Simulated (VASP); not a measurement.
# MgH2 in VASP: single point with PBE+D3(BJ)

Aim: the single point of MgH2 with PBE+D3(BJ).

Program: VASP 6.6.1. These are calculated values, not measurements. Logs are shortened: lines on timing, memory, paths and dates and some standing lists are left out, and cuts for length are marked.

## Step 1: The cell of the first run

The typed cell holds 3 atoms: a = 3.311 Å, b = 3.313 Å, c = 3.310 Å, α = 59.99°, β = 59.97°, γ = 60.00°.

## Step 2: Single point, PBE+D3(BJ)

Contents of INCAR:

```
PREC     = Accurate       # precision mode
ENCUT    = 520            # plane-wave cutoff, eV
EDIFF    = 1E-6           # SCF threshold, eV
ISMEAR   = 0              # smearing method
SIGMA    = 0.15           # smearing width, eV
LREAL    = F              # projectors in reciprocal space
LASPH    = T              # aspherical terms in the spheres
NELM     = 100            # most SCF steps
ALGO     = Normal         # electronic algorithm
ISIF     = 2              # what is computed and relaxed
LWAVE    = F              # write WAVECAR
LCHARG   = F              # write CHGCAR
GGA      = PE             # functional
IVDW     = 12             # dispersion correction
NBANDS   = 9              # bands
```

Contents of KPOINTS:

```
regular mesh
0
Gamma
  12 12 12
```

Contents of POSCAR:

```
MgH2
1.0
    0.0007565387      2.3410483557      2.3410419139
    2.3423466186     -0.0005692527      2.3423522127
    2.3405153387      2.3405216253      0.0012793403
Mg H
1 2
Direct
   -0.0000010148     -0.0000005787      0.0000008695
    0.7500411193      0.7499060357      0.7500930207
    0.2499598955      0.2500945429      0.2499061097
```

Potentials or basis: VASP PAW PBE potentials, release 64 (Mg, H).

The run is started by

```console
$ cat potpaw_PBE.64/Mg/POTCAR potpaw_PBE.64/H/POTCAR > POTCAR
$ mpirun -np 1 vasp_std > vasp.out
```

OUTCAR:

```text
PREC = Accurate
   ENCUT = 520
   EDIFF = 1E-6
   ISMEAR = 0
   LREAL = F
   LASPH = T
   NELM = 100
   ISIF = 2
   GGA = PE
   IVDW = 12
 IVDW          = 12

 ion  position               nearest neighbor table
   1  1.000  1.000  0.000-   2 2.03   3 2.03   3 2.03   2 2.03   2 2.03   3 2.03   3 2.03   2 2.03

   2  0.750  0.750  0.750-   1 2.03   1 2.03   1 2.03   1 2.03
   3  0.250  0.250  0.250-   1 2.03   1 2.03   1 2.03   1 2.03

  LATTYP: Found a triclinic cell.
 ALAT       =     3.3107902450
 B/A-ratio  =     2.4481978530
 C/A-ratio  =     1.0005412953
 COS(alpha) =     0.0001973371
 COS(beta)  =     0.5005112218
 COS(gamma) =     0.8162864003

  Lattice vectors:

 A1 = (  -0.0018312799,   2.3410908780,  -2.3410728724)
 A2 = (   4.6784428588,   4.6810857729,  -4.6795561057)
 A3 = (  -2.3423466186,   0.0005692527,  -2.3423522127)

Analysis of symmetry for initial positions (statically):
=====================================================================
 Subroutine PRICEL returns:
 Original cell was already a primitive cell.

 Routine SETGRP: Setting up the symmetry group for a
 triclinic supercell.

 Subroutine GETGRP returns: Found  2 space group operations
 (whereof  2 operations were pure point group operations)
 out of a pool of  2 trial point group operations.

The static configuration has the point symmetry S_2 .

Analysis of symmetry for dynamics (positions and initial velocities):
=====================================================================
 Subroutine PRICEL returns:
 Original cell was already a primitive cell.

 Routine SETGRP: Setting up the symmetry group for a
 triclinic supercell.

 Subroutine GETGRP returns: Found  2 space group operations
 (whereof  2 operations were pure point group operations)
 out of a pool of  2 trial point group operations.

The dynamic configuration has the point symmetry S_2 .

 Subroutine INISYM returns: Found  2 space group operations
 (whereof  2 operations are pure point group operations),
 and found     1 'primitive' translations

----------------------------------------------------------------------------------------

                                     Primitive cell

  volume of cell :      25.6606

  direct lattice vectors                    reciprocal lattice vectors
     0.000756539  2.341048356  2.341041914    -0.213647342  0.213529959  0.213698725
     2.342346619 -0.000569253  2.342352213     0.213411085 -0.213527189  0.213458810
     2.340515339  2.340521625  0.001279340     0.213747328  0.213625238 -0.213694901

  length of vectors
     3.310737866  3.312582360  3.309993227     0.370009967  0.369733438  0.370120485

  position of ions in fractional coordinates (direct lattice)
     0.999998985  0.999999421  0.000000869
     0.750041119  0.749906036  0.750093021
     0.249959895  0.250094543  0.249906110

  ion indices of the primitive-cell ions
   primitive index   ion index
                 1           1
                 2           2
                 3           3

----------------------------------------------------------------------------------------

 KPOINTS: regular mesh

Automatic generation of k-mesh.
 Grid dimensions read from file:
 generate k-points for:   12   12   12

 Generating k-lattice:

  Cartesian coordinates                     Fractional coordinates (reciprocal lattice)
    -0.017803945  0.017794163  0.017808227     0.083333333 -0.000000000  0.000000000
     0.017784257 -0.017793932  0.017788234     0.000000000  0.083333333  0.000000000
     0.017812277  0.017802103 -0.017807908     0.000000000  0.000000000  0.083333333

  Length of vectors
     0.030834164  0.030811120  0.030843374

  Shift w.r.t. Gamma in fractional coordinates (k-lattice)
     0.000000000  0.000000000  0.000000000

 Subroutine IBZKPT returns following result:
 ===========================================

 Found    868 irreducible k-points:

 Following reciprocal coordinates:
            Coordinates               Weight
  0.000000  0.000000  0.000000      1.000000
  0.083333  0.000000  0.000000      2.000000
  0.166667  0.000000  0.000000      2.000000
  0.250000  0.000000 -0.000000      2.000000
  0.333333  0.000000  0.000000      2.000000
  0.416667  0.000000  0.000000      2.000000
[... 16 lines left out ...]
  0.250000  0.166667  0.000000      2.000000
  0.333333  0.166667  0.000000      2.000000
 [... further k-points ...]
   k-points           NKPTS =    868   k-points in BZ     NKDIM =    868   number of bands    NBANDS=      9
   number of dos      NEDOS =    301   number of ions     NIONS =      3
   total plane-waves  NPLWV =  21952
   dimension x,y,z NGX =    28 NGY =   28 NGZ =   28
   dimension x,y,z NGXF=    56 NGYF=   56 NGZF=   56
   ions per type =               1   2
   NGX,Y,Z   is equivalent  to a cutoff of  14.06, 14.05, 14.06 a.u.
   NGXF,Y,Z  is equivalent  to a cutoff of  28.12, 28.10, 28.13 a.u.
 SYSTEM =  unknown system
   PREC   = accura    normal or accurate (medium, high low for compatibility)
   ISTART =      0    job   : 0-new  1-cont  2-samecut
   ICHARG =      2    charge: 1-file 2-atom 10-const
   ISPIN  =      1    spin polarized calculation?
   LNONCOLLINEAR =      F non collinear calculations
   LSORBIT =      F    spin-orbit coupling
   LASPH  =      T    aspherical Exc in radial PAW
   ENCUT  =  520.0 eV  38.22 Ry    6.18 a.u.   6.16  6.16  6.15*2*pi/ulx,y,z
   NELM   =    100;   NELMIN=  2; NELMDL= -5     # of ELM steps
   EDIFF  = 0.1E-05   stopping-criterion for ELM
   LREAL  =      F    real-space projection
   EDIFFG = 0.1E-04   stopping-criterion for IOM
   NSW    =      0    number of steps for IOM
   IBRION =     -1    ionic relax: 0-MD 1-quasi-New 2-CG
   NFREE  =      0    steps in history (QN), initial steepest desc. (CG)
   ISIF   =      2    stress and relaxation
   ISYM   =      2    0-nonsym 1-usesym 2-fastsym
   POTIM  = 0.5000    time-step for ionic-motion
   TEBEG  =    0.0;   TEEND  =   0.0 temperature during run
   PSTRESS=    0.0 pullay stress
   NELECT =       4.0000    total number of electrons
   NUPDOWN=      -1.0000    fix difference up-down
   EMIN   =  10.00;   EMAX   =-10.00  energy-range for DOS
   EFERMI =   0.00;   METHOD = LEGACY
   ISMEAR =     0;   SIGMA  =   0.15  broadening in eV -4-tet -1-fermi 0-gaus
   EFERMI_NEDOS =   21; number of points for ismear=-14 and -15
   IALGO  =     38    algorithm
   IMIX   =      4    mixing-type and parameters
     AMIX     =   0.40;   BMIX     =  1.00
     AMIX_MAG =   1.60;   BMIX_MAG =  1.00
  volume/ion in A,a.u.               =       8.55        57.72
  Fermi-wavevector in a.u.,A,eV,Ry     =   0.881060  1.664963 10.561760  0.776267
  Thomas-Fermi vector in A             =   2.001505
   LORBIT       =      0    0 simple, 1 ext, 2 COOP (PROOUT), +10 PAW based schemes
   GGA     = PE    functional components
   LHFCALC =     F    Hartree Fock is set to
   AEXX    =    0.0000 exact exchange contribution
   IVDW    =    12    specifies the selected vdW correction
   LEPSILON=     F    determine dielectric tensor
   LRPA    =     F    only Hartree local field effects (RPA)
 non-spin polarized calculation
 Gauss-broadening in eV      SIGMA  =   0.15
  energy-cutoff  :      520.00
  volume of cell :       25.66
 maximum number of plane-waves:       702
 NGX is ok and might be reduce to    28
   NGX = 13   NGY = 13   NGZ = 13

 number of electron       3.9999999 magnetization

 Free energy of the ion-electron system (eV)
  ---------------------------------------------------
  ext. energy  EPLUGINS =         0.00000000
  ---------------------------------------------------
  free energy    TOTEN  =        -8.48875892 eV

  energy without entropy =       -8.48572013  energy(sigma->0) =       -8.48723953

 E-fermi :   3.2684     XC(G=0):  -9.1185

 val. band max:        3.2327351386   @ k =  -0.4167   0.0000   0.4167
 cond. band min:       3.2694138023   @ k =   0.0000   0.1667   0.0833
 fundamental gap:      0.0366786638
 Fermi energy:         3.2684427581

 k-point     1 :       0.0000    0.0000    0.0000
  band No.  band energies     occupation
      1      -7.0361      2.00000
      2       4.2602      0.00000
      3      12.7597      0.00000
      4      12.7731      0.00000
      5      12.7863      0.00000
      6      15.6080      0.00000
      7      15.6240      0.00000
      8      15.6397      0.00000
      9      16.3545      0.00000

 k-point     2 :       0.0833    0.0000    0.0000
  band No.  band energies     occupation
      1      -6.9046      2.00000
      2       3.9530      0.00000
      3      12.1474      0.00000
      4      12.5790      0.00000
      5      12.5990      0.00000
      6      15.7070      0.00000
      7      16.0222      0.00000
      8      16.0471      0.00000
      9      16.4684      0.00000

 k-point     3 :       0.1667    0.0000    0.0000
  band No.  band energies     occupation
      1      -6.5124      2.00000
      2       3.0881      1.91089
      3      11.1727      0.00000
      4      12.2547      0.00000
      5      12.2734      0.00000
      6      14.5520      0.00000
      7      16.5196      0.00000
      8      16.5287      0.00000
      9      17.3576      0.00000

 k-point     4 :       0.2500    0.0000   -0.0000
  band No.  band energies     occupation
      1      -5.8674      2.00000
      2       1.8232      2.00000
      3      10.4650      0.00000
      4      12.0263      0.00000
      5      12.0435      0.00000
      6      13.3085      0.00000
      7      15.2766      0.00000
      8      15.2824      0.00000
      9      18.6624      0.00000
[... 205 lines left out ...]
 k-point    22 :       0.1667    0.1667    0.0000
  band No.  band energies     occupation
      1      -6.3420      2.00000
      2       3.0379      1.97023
      3      10.6174      0.00000
      4      10.6288      0.00000
      5      11.9268      0.00000
      6      14.1066      0.00000
      7      15.4246      0.00000
      8      18.3475      0.00000
      9      18.9011      0.00000

 k-point    23 :       0.2500    0.1667    0.0000
  band No.  band energies     occupation
      1      -5.8739      2.00000
      2       2.3619      2.00000
      3       9.7890      0.00000
      4      10.1361      0.00000
      5      10.4735      0.00000
      6      14.1594      0.00000
      7      16.2720      0.00000
      8      17.8199      0.00000
      9      19.1056      0.00000

 k-point    24 :       0.3333    0.1667    0.0000
  band No.  band energies     occupation
      1      -5.1641      2.00000
      2       1.3076      2.00000
      3       8.8191      0.00000
      4       9.4254      0.00000
      5       9.8798      0.00000
      6      15.0368      0.00000
      7      16.7001      0.00000
      8      16.8693      0.00000
      9      17.9713      0.00000

 [... further k-points ...]

------------------------ aborting loop because EDIFF is reached ----------------------------------------

 Edisp (eV)   -0.48325

 E8    (eV) :    -0.1768

  FORCE on cell =-STRESS in cart. coord.  units (eV):
  Direction    XX          YY          ZZ          XY          YZ          ZX
  --------------------------------------------------------------------------------------
  -------------------------------------------------------------------------------------
  Total      -0.06592    -0.06608    -0.06597     0.00075     0.00002    -0.00177
  in kB      -4.11607    -4.12607    -4.11901     0.04700     0.00107    -0.11049
  external pressure =       -4.12 kB  Pullay stress =        0.00 kB

 VOLUME and BASIS-vectors are now :
 -----------------------------------------------------------------------------
  energy-cutoff  :      520.00
  volume of cell :       25.66
      direct lattice vectors                 reciprocal lattice vectors
     0.000756539  2.341048356  2.341041914    -0.213647342  0.213529959  0.213698725
     2.342346619 -0.000569253  2.342352213     0.213411085 -0.213527189  0.213458810
     2.340515339  2.340521625  0.001279340     0.213747328  0.213625238 -0.213694901

 POSITION                                       TOTAL-FORCE (eV/Angst)
 -----------------------------------------------------------------------------------
      2.34310      2.34048      4.68339        -0.000000     -0.000000      0.000000
      3.51271      3.51106      3.51338        -0.000006     -0.000124      0.000022
      1.17091      1.16994      1.17130         0.000006      0.000124     -0.000022
 -----------------------------------------------------------------------------------
    total drift:                                0.000048     -0.000024     -0.000264

  FREE ENERGIE OF THE ION-ELECTRON SYSTEM (eV)
  ---------------------------------------------------
  free  energy   TOTEN  =        -8.9720134136 eV

  energy  without entropy=       -8.9689746222  energy(sigma->0) =       -8.97049402
```

Run time: 81 s. Hardware: 1 thread of Intel Xeon 6975P-C (Granite Rapids), shared host; peak memory 0.36 GiB.

Results:

```yaml
Free_energy: -8.9720 eV
Pressure: -0.4 GPa
Band_gap_on_the_k_mesh: zero (bands 2 and 3 overlap by 1.40 eV)
Dispersion_energy_per_atom: -0.161 eV
```

The gap in the log of VASP goes by the Fermi energy; the results here count the filled bands.